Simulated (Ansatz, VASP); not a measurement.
# ScSi2H2: VASP beside Ansatz

```
Sc Si H
1.0
     4.07211    0.00000    0.00000
    -2.03605    3.52655    0.00000
     0.00000    0.00000    3.85404
Sc Si H
1 2 2
Direct
  0.00000 0.00000 0.00000
  0.33333 0.66667 0.50000
  0.66667 0.33333 0.50000
  0.33333 0.66667 0.00000
  0.66667 0.33333 0.00000
```

Alike in both runs: functional r2SCAN; k mesh 12 × 12 × 8; occupations gaussian, width 0.1 eV; no spin polarisation.

Ansatz relaxed the structure, and its values are those at the end. VASP's run is a single point on that final structure, the one shown.

|  | VASP | Ansatz |
| --- | --- | --- |
| version | VASP 6.6.1 | Ansatz 0.2.0 |
| potentials or method | VASP PAW PBE potentials, release 64 (Sc_sv, Si, H), cutoff 520 eV | scalar-relativistic, plane waves, PAW |
| valence electrons in the cell | 21 | 21 |

VASP gave:

* gap on the k mesh at the Fermi level (eV): none
* pressure (GPa): 0.1

Task: Which values does Ansatz return?

Result: gap on the k mesh at the Fermi level (eV): none; pressure (GPa): 0.0.

VASP's potentials were made for PBE, not for r2SCAN. A gap of «none» marks a metal or a gap that the smearing closes.
